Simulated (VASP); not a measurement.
**Sn3Te: single point with PBEsol**

The system is Sn3Te.

```
Te Sn
1.0
     4.78304    0.00000    0.00000
     0.00000    4.78304    0.00000
     0.00000    0.00000    4.78304
Te Sn
1 3
Cartesian
  0.0000 0.0000 0.0000
  0.0000 2.3915 2.3915
  2.3915 0.0000 2.3915
  2.3915 2.3915 0.0000
```

```json
{
  "Program": "VASP 6.6.1",
  "Task": "single point",
  "Functional": "PBEsol",
  "Potentials or basis": "VASP PAW PBE potentials, release 64 (Te, Sn_d)",
  "Cutoff": "520 eV",
  "k mesh": "6 × 6 × 6",
  "Occupations": "fermi-dirac, width 0.05 eV",
  "Spin": "no spin polarisation"
}
```

```json
{"Pressure": "-0.1 GPa", "Band gap on the k mesh": "zero (bands 24 and 25 overlap by 3.53 eV)"}
```

Levels at points of the mesh, in eV from the Fermi level:
```csv
k point,band 22,band 23,band 24,band 25,band 26,band 27
"(0.00, 0.00, 0.00)",-4.42,0.45,0.45,0.45,1.99,1.99
"(0.50, 0.00, 0.00)",-1.85,-1.85,-1.57,-0.46,2.09,2.36
"(0.50, 0.50, 0.00)",-1.89,-1.89,-0.66,-0.15,-0.15,0.08
"(0.50, 0.50, 0.50)",-5.47,-4.57,3.07,3.07,3.07,5.66
```

Wall time 19 s on 1 thread of Intel(R) Xeon(R) 6975P-C (Granite Rapids) (shared host), peak memory 0.23 GiB.

Caveat: the PAW data sets were made with another functional, which shifts forces and pressure a little; spin-orbit coupling is left out, which moves the levels of the heavy elements.
